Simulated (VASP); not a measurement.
Input of a VASP 6.6.1 run:

The input INCAR:

```
PREC = Accurate
ENCUT = 520
EDIFF = 1E-7
ISMEAR = -1
SIGMA = 0.05
LREAL = False
LASPH = True
NELM = 60
ALGO = Normal
ISIF = 2
LWAVE = False
LCHARG = False
GGA = CA
NBANDS = 10
```

The input KPOINTS:

```
Automatic mesh
0
Gamma
  9 9 9
```

POSCAR

```
I
1.0
    0.0000000000      2.2597316963      3.5447347292
    2.1932528163      0.0000000000      3.5447347292
    2.1932528163      2.2597316963      0.0000000000
I
1
Direct
    0.0000000000      0.0000000000      0.0000000000
```

Potentials or basis: VASP PAW LDA potentials, release 64 (I).

Command:

```console
$ cat potpaw_LDA.64/I/POTCAR > POTCAR
$ mpirun -np 1 vasp_std > vasp.out
```

Q: What does it give for the band gap on the k mesh?

A: Zero (an odd number of electrons rules out a gap without spin polarisation).

Q: Estimate the pressure.

A: 0.0 GPa.

Caveat: spin-orbit coupling is left out, which moves the levels of the heavy elements; an odd number of electrons without spin polarisation forces a metal; a magnetic or distorted state may lie lower.
